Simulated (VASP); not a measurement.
# Be (Fm-3m) in VASP: relaxation of cell and atoms with PBE

Aim: the relaxation of cell and atoms of Be with PBE.

All numbers are computed with VASP 6.6.1; they aren't measurements. Logs are shortened: lines on timing, memory, paths and dates and some standing lists are left out, and cuts for length are marked.

## 1. The cell of the first run

Symmetry: Fm-3m, No. 225, cubic system. Conventional cell: a = 3.544 Å, b = 3.544 Å, c = 3.544 Å, α = 90.00°, β = 90.00°, γ = 90.00°. Be (site symmetry m-3m) has 12 Be at 2.51 Å within 3.3 Å.

This isn't the form of Be at room conditions, which is hcp.

## 2. Relaxation of cell and atoms, PBE

Input file INCAR:

```
PREC = Accurate
ENCUT = 600
EDIFF = 1E-6
ISMEAR = -1
SIGMA = 0.08
LREAL = False
LASPH = True
NELM = 80
ALGO = Normal
ISIF = 3
LWAVE = False
LCHARG = False
GGA = PE
IBRION = 2
NSW = 100
EDIFFG = -0.005
```

Input file KPOINTS:

```
Automatic mesh
0
Gamma
  20 20 20
```

Input file POSCAR:

```
Be
1.0
    0.0000000000      1.7717639764      1.7717639764
    1.7717639764      0.0000000000      1.7717639764
    1.7717639764      1.7717639764      0.0000000000
Be
1
Direct
    0.0000000000      0.0000000000      0.0000000000
```

Potentials or basis: VASP PAW PBE potentials, release 64 (Be).

Run with:

```
cat potpaw_PBE.64/Be/POTCAR > POTCAR
mpirun -np 1 vasp_std > vasp.out
```

OUTCAR:

```text
PREC = Accurate
   ENCUT = 600
   EDIFF = 1E-6
   ISMEAR = -1
   LREAL = False
   LASPH = True
   NELM = 80
   ISIF = 3
   GGA = PE
   IBRION = 2
   NSW = 100
   EDIFFG = -0.005

 ion  position               nearest neighbor table
   1  0.000  0.000  0.000-

  LATTYP: Found a face centered cubic cell.
 ALAT       =     3.5435279528

  Lattice vectors:

 A1 = (   0.0000000000,   1.7717639764,   1.7717639764)
 A2 = (   1.7717639764,   0.0000000000,   1.7717639764)
 A3 = (   1.7717639764,   1.7717639764,   0.0000000000)

Analysis of symmetry for initial positions (statically):
=====================================================================
 Subroutine PRICEL returns:
 Original cell was already a primitive cell.

 Routine SETGRP: Setting up the symmetry group for a
 face centered cubic supercell.

 Subroutine GETGRP returns: Found 48 space group operations
 (whereof 48 operations were pure point group operations)
 out of a pool of 48 trial point group operations.

The static configuration has the point symmetry O_h .

Analysis of symmetry for dynamics (positions and initial velocities):
=====================================================================
 Subroutine PRICEL returns:
 Original cell was already a primitive cell.

 Routine SETGRP: Setting up the symmetry group for a
 face centered cubic supercell.

 Subroutine GETGRP returns: Found 48 space group operations
 (whereof 48 operations were pure point group operations)
 out of a pool of 48 trial point group operations.

The dynamic configuration has the point symmetry O_h .

 Subroutine INISYM returns: Found 48 space group operations
 (whereof 48 operations are pure point group operations),
 and found     1 'primitive' translations

----------------------------------------------------------------------------------------

                                     Primitive cell

  volume of cell :      11.1237

  direct lattice vectors                    reciprocal lattice vectors
     0.000000000  1.771763976  1.771763976    -0.282204631  0.282204631  0.282204631
     1.771763976  0.000000000  1.771763976     0.282204631 -0.282204631  0.282204631
     1.771763976  1.771763976  0.000000000     0.282204631  0.282204631 -0.282204631

  length of vectors
     2.505652645  2.505652645  2.505652645     0.488792760  0.488792760  0.488792760

  position of ions in fractional coordinates (direct lattice)
     0.000000000  0.000000000  0.000000000

  ion indices of the primitive-cell ions
   primitive index   ion index
                 1           1

----------------------------------------------------------------------------------------

 KPOINTS: Automatic mesh
[... 67 lines left out ...]
   NELM   =     80;   NELMIN=  2; NELMDL= -5     # of ELM steps
   EDIFF  = 0.1E-05   stopping-criterion for ELM
   LREAL  =      F    real-space projection
   EDIFFG = -.5E-02   stopping-criterion for IOM
   NSW    =    100    number of steps for IOM
   IBRION =      2    ionic relax: 0-MD 1-quasi-New 2-CG
   NFREE  =      1    steps in history (QN), initial steepest desc. (CG)
   ISIF   =      3    stress and relaxation
   ISYM   =      2    0-nonsym 1-usesym 2-fastsym
   POTIM  = 0.5000    time-step for ionic-motion
   TEBEG  =    0.0;   TEEND  =   0.0 temperature during run
   PSTRESS=    0.0 pullay stress
   NELECT =       2.0000    total number of electrons
   NUPDOWN=      -1.0000    fix difference up-down
   EMIN   =  10.00;   EMAX   =-10.00  energy-range for DOS
   EFERMI =   0.00;   METHOD = LEGACY
   ISMEAR =    -1;   SIGMA  =   0.08  broadening in eV -4-tet -1-fermi 0-gaus
   EFERMI_NEDOS =   21; number of points for ismear=-14 and -15
   IALGO  =     38    algorithm
   IMIX   =      4    mixing-type and parameters
     AMIX     =   0.40;   BMIX     =  1.00
     AMIX_MAG =   1.60;   BMIX_MAG =  1.00
  volume/ion in A,a.u.               =      11.12        75.07
  Fermi-wavevector in a.u.,A,eV,Ry     =   0.923994  1.746095 11.616167  0.853764
  Thomas-Fermi vector in A             =   2.049691
   LORBIT       =      0    0 simple, 1 ext, 2 COOP (PROOUT), +10 PAW based schemes
   GGA     = PE    functional components
   LHFCALC =     F    Hartree Fock is set to
   AEXX    =    0.0000 exact exchange contribution
   IVDW    =     0    specifies the selected vdW correction
   LEPSILON=     F    determine dielectric tensor
   LRPA    =     F    only Hartree local field effects (RPA)
 conjugate gradient relaxation of ions
 non-spin polarized calculation
  energy-cutoff  :      600.00
  volume of cell :       11.12
 maximum number of plane-waves:       388
   NGX =  9   NGY =  9   NGZ =  9

--------------------------------------- Ionic step        1  -------------------------------------------

 number of electron       2.0000000 magnetization

 Free energy of the ion-electron system (eV)
  ---------------------------------------------------
  ext. energy  EPLUGINS =         0.00000000
  ---------------------------------------------------
  free energy    TOTEN  =        -3.39093069 eV

  energy without entropy =       -3.38605782  energy(sigma->0) =       -3.38849425

 E-fermi :   4.5131     XC(G=0):  -9.5415

 val. band max:        4.4986804579   @ k =  -0.4500   0.0500   0.0000
 cond. band min:       4.5740429101   @ k =  -0.4000   0.2000   0.1000
 fundamental gap:      0.0753624523
 Fermi energy:         4.5130880324

 k-point     1 :       0.0000    0.0000    0.0000
  band No.  band energies     occupation
      1      -5.0128      2.00000
      2      19.5630      0.00000
      3      19.5630      0.00000
      4      19.5630      0.00000
      5      28.3976      0.00000
[... 282 lines left out ...]
  FREE ENERGIE OF THE ION-ELECTRON SYSTEM (eV)
  ---------------------------------------------------
  free  energy   TOTEN  =        -3.6863235990 eV

  energy  without entropy=       -3.6836639012  energy(sigma->0) =       -3.68499375

[... ionic steps 4 to 14 ...]

--------------------------------------- Ionic step       15  -------------------------------------------

 number of electron       2.0000000 magnetization

------------------------ aborting loop because EDIFF is reached ----------------------------------------
[... 65 lines left out ...]
--------------------------------------- Ionic step       17  -------------------------------------------

 number of electron       2.0000000 magnetization

 Free energy of the ion-electron system (eV)
  ---------------------------------------------------
  ext. energy  EPLUGINS =         0.00000000
  ---------------------------------------------------
  free energy    TOTEN  =        -3.68720817 eV

  energy without entropy =       -3.68482163  energy(sigma->0) =       -3.68601490

 E-fermi :   7.5279     XC(G=0): -10.6222

 val. band max:        7.5060047098   @ k =  -0.3500   0.3500   0.0000
 cond. band min:       7.5628108347   @ k =   0.5000   0.0000   0.0000
 fundamental gap:      0.0568061249
 Fermi energy:         7.5278690479

 k-point     1 :       0.0000    0.0000    0.0000
  band No.  band energies     occupation
      1      -4.3204      2.00000
      2      26.9859      0.00000
      3      26.9859      0.00000
      4      26.9859      0.00000
      5      36.6594      0.00000
[... 212 lines left out ...]
  FREE ENERGIE OF THE ION-ELECTRON SYSTEM (eV)
  ---------------------------------------------------
  free  energy   TOTEN  =        -3.6872081688 eV

  energy  without entropy=       -3.6848216305  energy(sigma->0) =       -3.68601490

 reached required accuracy - stopping structural energy minimisation
```

CONTCAR:

```text
Be
   1.00000000000000
    -0.0000000000000001    1.5792249058034502    1.5792249058034502
     1.5792249058034502    0.0000000000000000    1.5792249058034502
     1.5792249058034502    1.5792249058034502    0.0000000000000000
  Be
     1
Direct
     0.0000000000000000    0.0000000000000000    0.0000000000000000

  0.00000000E+00  0.00000000E+00  0.00000000E+00
```

It took 64 s on 1 thread of Intel Xeon 8259CL, shared host; peak memory 0.14 GiB.

Results:

* Free energy: -3.6872 eV
* Relaxed volume: 7.88 Å³/atom
* Relaxed cell: a = 2.233 Å, b = 2.233 Å, c = 2.233 Å, α = 60.00°, β = 60.00°, γ = 60.00°
* Space group after relaxing (to 0.1 Å): Fm-3m (No. 225)
* Energy gained by relaxing: 296.3 meV/atom
* Ionic steps: 17
* Pressure after relaxing: 0.0 GPa
* Band gap on the k mesh: zero (bands 1 and 2 overlap by 1.01 eV)

The path:
| step | energy change (eV) | largest force (eV/Å) | pressure (GPa) | volume (Å³) |
| --- | --- | --- | --- | --- |
| 1 | 0.0000 | 0.0000 | -22.86 | 11.12 |
| 2 | -0.2653 | 0.0000 | -10.44 | 8.76 |
| 3 | -0.2954 | 0.0000 | -2.01 | 8.02 |
| 4 | -0.2963 | 0.0000 | 0.22 | 7.87 |
| 5 | -0.2962 | 0.0000 | -0.65 | 7.92 |
| 6 | -0.2962 | 0.0000 | -0.64 | 7.92 |
| 7 | -0.2962 | 0.0000 | -0.60 | 7.92 |
| 8 | -0.2962 | 0.0000 | -0.60 | 7.92 |
| 9 | -0.2962 | 0.0000 | -0.60 | 7.92 |
| 10 | -0.2962 | 0.0000 | -0.60 | 7.92 |
| 11 | -0.2962 | 0.0000 | -0.59 | 7.92 |
| 12 | -0.2962 | 0.0000 | -0.58 | 7.92 |
| 13 | -0.2962 | 0.0000 | -0.56 | 7.92 |
| 14 | -0.2962 | 0.0000 | -0.52 | 7.92 |
| 15 | -0.2962 | 0.0000 | -0.44 | 7.91 |
| 16 | -0.2963 | 0.0000 | -0.28 | 7.90 |
| 17 | -0.2963 | 0.0000 | 0.05 | 7.88 |

Final structure:
```
Be
1.0
     0.00000    1.57922    1.57922
     1.57922    0.00000    1.57922
     1.57922    1.57922    0.00000
Be
1
Direct
  0.00000 0.00000 0.00000
```

Caveat: the volume moved by over 15 % at a fixed basis, so the end points are rough.
